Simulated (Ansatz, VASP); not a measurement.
## Al: VASP beside Ansatz

```
Al
1.0
     2.85749    0.00000    0.00000
    -1.42874    2.47465    0.00000
     0.00000    0.00000   27.66560
Al
6
Direct
  0.16667 0.33333 0.28917
  0.50000 0.00000 0.37350
  0.83333 0.66667 0.45783
  0.16667 0.33333 0.54217
  0.50000 0.00000 0.62650
  0.83333 0.66667 0.71083
```

Alike in both runs: task single point; functional PBE; k mesh 16 × 16 × 1; occupations fermi-dirac, width 0.08 eV; no spin polarisation.

```csv
,VASP,Ansatz
version,VASP 6.6.1,Ansatz 0.2.0
potentials or method,"VASP PAW PBE potentials, release 64 (Al), cutoff 520 eV","all-electron LAPW, scalar-relativistic"
```

```tsv
	VASP	Ansatz	Ansatz less VASP
rms of the force components (eV/Å)	0.031	0.031	0.0000
```

Atom by atom the forces differ by 0.000 eV/Å (rms over components). Ansatz ran all-electron here, and VASP with PAW potentials.
